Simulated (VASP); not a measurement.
Runs of VASP 6.6.1 on BeNi. Symmetry: Pm-3m, No. 221, cubic system. The conventional cell has a = 2.587 Å, b = 2.587 Å, c = 2.587 Å, α = 90.00°, β = 90.00°, γ = 90.00°. Be (site symmetry m-3m) has 8 Ni at 2.24 Å and 6 Be at 2.59 Å within 3.0 Å. Within 3.0 Å of Ni (site symmetry m-3m) lie 8 Be at 2.24 Å and 6 Ni at 2.59 Å. 

```tsv
k mesh	gap on the mesh (eV)	pressure (GPa)	moment (μB)
5 × 5 × 5	none	(a)	0.00
3 × 3 × 3	1.86	-8.9	0.00
9 × 9 × 9	none	-6.6	0.00
4 × 4 × 4	none	-4.8	0.00
11 × 11 × 11	none	-6.6	0.00
```

Alike in all rows: task single point; level LDA; potentials or basis VASP PAW LDA potentials, release 64 (Be, Ni); spin collinear, ferromagnetic start; cell as given; cutoff (eV) 520; smearing fermi-dirac 0.15 eV.

Question: Estimate the missing entries.

Answer: (a) -7.4.

Caveats: some runs use coarse meshes.

A k mesh can miss the band edges.

A gap of «none» marks levels without a gap at the run's occupations.
